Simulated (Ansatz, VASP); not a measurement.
**One calculation of AsSe3, two programs**

```
CELL_PARAMETERS angstrom
-2.81605 2.81605 2.81605
2.81605 -2.81605 2.81605
2.81605 2.81605 -2.81605
ATOMIC_POSITIONS crystal
As 0.00000 0.00000 0.00000
Se 0.00000 0.50000 0.50000
Se 0.50000 0.00000 0.50000
Se 0.50000 0.50000 0.00000
```

Change from the starting cell: species swapped into the Sb3Au type (Im-3m, No. 229).

Alike in both runs: functional PBE; k mesh 5 × 5 × 5; occupations gaussian, width 0.2 eV; no spin polarisation.

Ansatz relaxed the structure, and its values are those at the end. VASP's run is a single point on that final structure, the one shown.

|  | VASP | Ansatz |
| --- | --- | --- |
| version | VASP 6.6.1 | Ansatz 0.2.0 |
| potentials or method | VASP PAW PBE potentials, release 64 (As, Se), cutoff 500 eV | scalar-relativistic, plane waves, PAW |
| valence electrons in the cell | 23 | 63 |

```csv
,VASP,Ansatz,Ansatz less VASP
gap on the k mesh at the Fermi level (eV),none,none,-
pressure (GPa),-0.3,-0.3,-0.03
```

A gap of «none» marks a metal or a gap that the smearing closes. VASP's potentials hold 23 valence electrons a cell and Ansatz's 63, so a difference there can come from the potentials and not from the codes.
